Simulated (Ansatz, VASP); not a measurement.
# Two plane-wave programs on SnO

```
Sn O
1.0
     3.86817    0.00000    0.00000
     0.00000    3.86817    0.00000
     0.00000    0.00000    5.06728
Sn O
2 2
Cartesian
  0.0000 1.9341 1.1591
  1.9341 0.0000 3.9082
  0.0000 0.0000 0.0000
  1.9341 1.9341 0.0000
```

Alike in both runs: functional PBE; k mesh 10 × 10 × 8; occupations gaussian, width 0.02 eV; no spin polarisation.

Ansatz relaxed the structure, and its values are those at the end. VASP's run is a single point on that final structure, the one shown.

|  | VASP | Ansatz |
| --- | --- | --- |
| version | VASP 6.6.1 | Ansatz 0.2.0 |
| potentials or method | VASP PAW PBE potentials, release 64 (Sn_d, O), cutoff 520 eV | scalar-relativistic, plane waves, PAW |
| valence electrons in the cell | 40 | 40 |

VASP gave:

```
gap on the k mesh at the Fermi level (eV) : 0.51
least direct gap on the mesh (eV)         : 1.91
pressure (GPa)                            : 0.2
rms of the force components (eV/Å)        : 0.031
```

Q: Estimate Ansatz's values.

A: gap on the k mesh at the Fermi level (eV): 0.50; least direct gap on the mesh (eV): 1.94; pressure (GPa): 0.0; rms of the force components (eV/Å): 0.000.

With one functional, cell and mesh, what is left measures potentials, basis and numerics.
